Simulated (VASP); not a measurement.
Wanted: the native input for a VASP 6.6.1 run.

- Task: single point
- Functional: r2SCAN
- Potentials or basis: VASP PAW PBE potentials, release 64 (Cs_sv, Sn_d, I)
- Cutoff: 520 eV
- k mesh: 4 × 4 × 4
- Occupations: gaussian, width 0.01 eV
- Spin: no spin polarisation
- Dipole correction: no
- Further INCAR settings: ALGO = Normal; EDIFF = 1e-06; NBANDS = 30

Crystal: CsSnI3.

```
Cs Sn I
1.0
     6.11399    0.00000    0.00000
     0.00000    6.11399    0.00000
     0.00000    0.00000    6.11399
Cs Sn I
1 1 3
Cartesian
  0.0000 0.0000 0.0000
  3.0570 3.0570 3.0570
  0.0000 3.0570 3.0570
  3.0570 0.0000 3.0570
  3.0570 3.0570 0.0000
```

This cell differs from its parent crystal: volume changed by -6%.

These files were run (other wordings do the same):

POSCAR

```
CsSnI3
1.0
    6.1139889011      0.0000000000      0.0000000000
    0.0000000000      6.1139889011      0.0000000000
    0.0000000000      0.0000000000      6.1139889011
Cs Sn I
1 1 3
Direct
    0.0000000000      0.0000000000      0.0000000000
    0.5000000000      0.5000000000      0.5000000000
    0.0000000000      0.5000000000      0.5000000000
    0.5000000000      0.0000000000      0.5000000000
    0.5000000000      0.5000000000      0.0000000000
```

INCAR.step1

```
PREC = Accurate
ENCUT = 520
ISMEAR = 0
SIGMA = 0.01
LREAL = False
LASPH = True
NELM = 80
NBANDS = 30
GGA = PE
ALGO = Normal
EDIFF = 1E-4
LWAVE = True
LCHARG = False
```

INCAR.step2

```
PREC = Accurate
ENCUT = 520
EDIFF = 1E-6
ISMEAR = 0
SIGMA = 0.01
LREAL = False
LASPH = True
NELM = 80
ALGO = Normal
ISIF = 2
LWAVE = False
LCHARG = False
METAGGA = R2SCAN
LMIXTAU = True
NBANDS = 30
ISTART = 1
```

KPOINTS

```
Automatic mesh
0
Gamma
  4 4 4
```

Potentials or basis: VASP PAW PBE potentials, release 64 (Cs_sv, Sn_d, I).

Run with:

```sh
$ cat potpaw_PBE.64/Cs_sv/POTCAR potpaw_PBE.64/Sn_d/POTCAR potpaw_PBE.64/I/POTCAR > POTCAR
$ cp INCAR.step1 INCAR
$ mpirun -np 1 vasp_std > vasp.out
$ cp INCAR.step2 INCAR
$ mpirun -np 1 vasp_std > vasp.out
```

It gave:

```
Pressure               : 1.3 GPa
Band gap on the k mesh : 0.20 eV, direct
```

Caveat: the PAW data sets were made with another functional, which shifts forces and pressure a little; spin-orbit coupling is left out, which moves the levels of the heavy elements.

Run time: 9.3 min on 1 thread of AMD EPYC 7571 (shared host), peak memory 0.37 GiB.
